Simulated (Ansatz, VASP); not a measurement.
**One calculation of BPd4, two programs**

The input INCAR:

```
SYSTEM = BPd4
  PREC = Accurate
  ENCUT = 520
  EDIFF = 1E-6
  ISMEAR = -1
  SIGMA = 0.05
  LREAL = .FALSE.
  LASPH = .TRUE.
  NELM = 100
  ALGO = Fast
  ISIF = 2
  LWAVE = .FALSE.
  LCHARG = .FALSE.
  LMAXMIX = 4
  GGA = RP
  NBANDS = 30
```

Contents of KPOINTS:

```
regular mesh
0
G
  7 5 4
  0 0 0
```

POSCAR

```
BPd4
1.0
    2.8920299704      0.0000000000      0.0000000000
    0.0000000000      4.3650077954      0.0000000000
    0.0000000000      0.0000000000      5.8563150000
Pd B
4 1
Direct
    0.5000000000      0.0000000000      0.1975780000
    0.0000000000      0.0000000000      0.6194700000
    0.0000000000      0.5000000000      0.3291640000
    0.5000000000      0.5000000000      0.8675610000
    0.5000000000      0.0000000000      0.8632270000
```

The input KPOINTS_OPT:

```
path GXSYGZURTZ,YT,UX,SR
10
line-mode
reciprocal
 0.0000000000  0.0000000000  0.0000000000  G
 0.5000000000  0.0000000000  0.0000000000  X

 0.5000000000  0.0000000000  0.0000000000  X
 0.5000000000  0.5000000000  0.0000000000  S

 0.5000000000  0.5000000000  0.0000000000  S
 0.0000000000  0.5000000000  0.0000000000  Y

 0.0000000000  0.5000000000  0.0000000000  Y
 0.0000000000  0.0000000000  0.0000000000  G

 0.0000000000  0.0000000000  0.0000000000  G
 0.0000000000  0.0000000000  0.5000000000  Z

 0.0000000000  0.0000000000  0.5000000000  Z
 0.5000000000  0.0000000000  0.5000000000  U

 0.5000000000  0.0000000000  0.5000000000  U
 0.5000000000  0.5000000000  0.5000000000  R

 0.5000000000  0.5000000000  0.5000000000  R
 0.0000000000  0.5000000000  0.5000000000  T

 0.0000000000  0.5000000000  0.5000000000  T
 0.0000000000  0.0000000000  0.5000000000  Z

 0.0000000000  0.5000000000  0.0000000000  Y
 0.0000000000  0.5000000000  0.5000000000  T

 0.5000000000  0.0000000000  0.5000000000  U
 0.5000000000  0.0000000000  0.0000000000  X

 0.5000000000  0.5000000000  0.0000000000  S
 0.5000000000  0.5000000000  0.5000000000  R
```

The input input.yaml:

```yaml
crystal:
  lattice:
    - [2.8920299704, 0.0, 0.0]
    - [0.0, 4.3650077954, 0.0]
    - [0.0, 0.0, 5.856315]
  atoms:
    - { symbol: Pd, position: [0.5, 0.0, 0.197578] }
    - { symbol: Pd, position: [0.0, 0.0, 0.61947] }
    - { symbol: Pd, position: [0.0, 0.5, 0.329164] }
    - { symbol: Pd, position: [0.5, 0.5, 0.867561] }
    - { symbol: B, position: [0.5, 0.0, 0.863227] }
hamiltonian:
  xc: rpbe
  pseudopotentials: { kind: paw }
kpoints:
  mp_grid: { grid: [7, 5, 4] }
  band_path:
    path:
      - [[0.0, 0.0, 0.0], [0.5, 0.0, 0.0], [0.5, 0.5, 0.0], [0.0, 0.5, 0.0], [0.0, 0.0, 0.0], [0.0, 0.0, 0.5], [0.5, 0.0, 0.5], [0.5, 0.5, 0.5], [0.0, 0.5, 0.5], [0.0, 0.0, 0.5]]
      - [[0.0, 0.5, 0.0], [0.0, 0.5, 0.5]]
      - [[0.5, 0.0, 0.5], [0.5, 0.0, 0.0]]
      - [[0.5, 0.5, 0.0], [0.5, 0.5, 0.5]]
    npoints: 14
scf:
  occupations: { method: fermi_dirac, width: 0.05 }
  n_extra_bands: 12
output:
  forces: true
  stress: true
  eigenvalues: true
  fatbands: false
  write_density: true
  write_potential: true
  elf: true
  volumetric_format: npy
```

Alike in both runs: task band structure; functional RPBE; k mesh 7 × 5 × 4; occupations fermi-dirac, width 0.05 eV; no spin polarisation.

|  | VASP | Ansatz |
| --- | --- | --- |
| version | VASP 6.6.1 | Ansatz 0.2.0 |
| potentials or method | VASP PAW PBE potentials, release 64 (Pd, B) | Ansatz PAW |
| plane-wave cutoff (eV) | 520 | 420 |
| valence electrons in the cell | 43 | 75 |

|  | VASP | Ansatz | Ansatz less VASP |
| --- | --- | --- | --- |
| gap on the k mesh at the Fermi level (eV) | none | none | - |
| pressure (GPa) | 2.8 | 2.8 | -0.04 |
| traceless stress, the component that is largest in VASP (GPa) | 0.43 | 0.57 | +0.134 |
| rms of the force components (eV/Å) | 0.060 | 0.078 | +0.0177 |

VASP's potentials were made for PBE, not for RPBE. Atom by atom the forces differ by 0.021 eV/Å (rms over components). A gap of «none» marks a metal or a gap that the smearing closes. With one functional, cell and mesh, what is left measures potentials, basis and numerics. VASP's potentials hold 43 valence electrons a cell and Ansatz's 75, so a difference there can come from the potentials and not from the codes.
